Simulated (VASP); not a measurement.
The system is Zr.

```xyz
2
Lattice="3.2320 0.0000 0.0000 -1.6160 2.7990 0.0000 0.0000 0.0000 5.1470" Properties=species:S:1:pos:R:3 pbc="T T T"
Zr    1.6160    0.9330    3.8603
Zr    0.0000    1.8660    1.2868
```

```yaml
Program: VASP 6.6.1
Task: relaxation of cell and atoms
Functional: LDA
Potentials_or_basis: VASP PAW LDA potentials, release 64 (Zr_sv)
Cutoff: 600 eV
k_mesh: 9 × 9 × 5
Occupations: fermi-dirac, width 0.05 eV
Spin: no spin polarisation
```

At the start: pressure -6.0 GPa; volume 23.28 Å³/atom.

Q: Where does the relaxation end?

A: Over 6 steps the energy falls by 29.2 meV/atom and the volume is 21.81 Å³/atom (-6.3 %); space group P6_3/mmc (No. 194, to 0.05 Å).

Step by step:
```tsv
step	energy change (eV)	largest force (eV/Å)	pressure (GPa)	volume (Å³)
1	0.0000	0.0000	-5.99	46.56
2	0.0035	0.0000	7.41	40.94
3	-0.0568	0.0000	-0.02	43.70
4	-0.0568	0.0000	0.10	43.65
5	-0.0580	0.0000	0.06	43.64
6	-0.0583	0.0000	0.03	43.63
```

Final structure:
```xyz
2
Lattice="3.1449 0.0000 0.0000 -1.5724 2.7235 0.0000 0.0000 0.0000 5.0934" Properties=species:S:1:pos:R:3 pbc="T T T"
Zr    1.5724    0.9078    3.8200
Zr    0.0000    1.8157    1.2733
```
